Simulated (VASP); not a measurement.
Write the native input for VASP 6.6.1 that does the following.

| Property | Result |
| --- | --- |
| Task | single point |
| Functional | PBE |
| Potentials or basis | VASP PAW PBE potentials, release 64 (Si, W_sv) |
| Cutoff | 520 eV |
| k mesh | 6 × 6 × 6 |
| Occupations | gaussian, width 0.1 eV |
| Spin | no spin polarisation |
| Dipole correction | no |
| Further INCAR settings | ALGO = Normal; EDIFF = 1e-06; NBANDS = 31 |

The structure of Si2W lies in POSCAR:

```
Si2W
1.0
   -3.3061054311      3.3061054311      2.2641031269
    3.3061054311     -3.3061054311      2.2641031269
    3.3061054311      3.3061054311     -2.2641031269
Si W
4 2
Direct
    0.6376535858      0.8221214752      0.1844678894
    0.6376535858      0.4531856963      0.8155321106
    0.5721214752      0.8876535858      0.6844678894
    0.2031856963      0.8876535858      0.3155321106
    0.1582940095      0.1582940095      0.0000000000
    0.9082940095      0.4082940095      0.5000000000
```

The cell was built from a structure type or drawn by symmetry, and may not be a known phase.

These files were run (other wordings do the same):

INCAR

```
SYSTEM = Si2W
ALGO = Normal ; EDIFF = 1E-6
ENCUT = 520 ; GGA = PE
ISIF = 2 ; ISMEAR = 0
LASPH = .True. ; LCHARG = .True.
LELF = .True. ; LREAL = .False.
LVHAR = .True. ; LWAVE = .False.
NBANDS = 31 ; NELM = 100
PREC = Accurate ; SIGMA = 0.1
```

KPOINTS

```
k-points
0
Gamma
  6 6 6
  0 0 0
```

Potentials or basis: VASP PAW PBE potentials, release 64 (Si, W_sv).

Run with:

```console
$ cat potpaw_PBE.64/Si/POTCAR potpaw_PBE.64/W_sv/POTCAR > POTCAR
$ mpirun -np 1 vasp_std > vasp.out
```

It gave:

The pressure is 0.0 GPa. The largest force is 0.005 eV/Å and the band gap on the k mesh is zero (bands 22 and 23 overlap by 0.78 eV).

Caveat: spin-orbit coupling is left out, which moves the levels of the heavy elements.

It took 2.8 min on 1 thread of Intel Xeon 8259CL, on a shared host, peak memory 0.28 GiB.
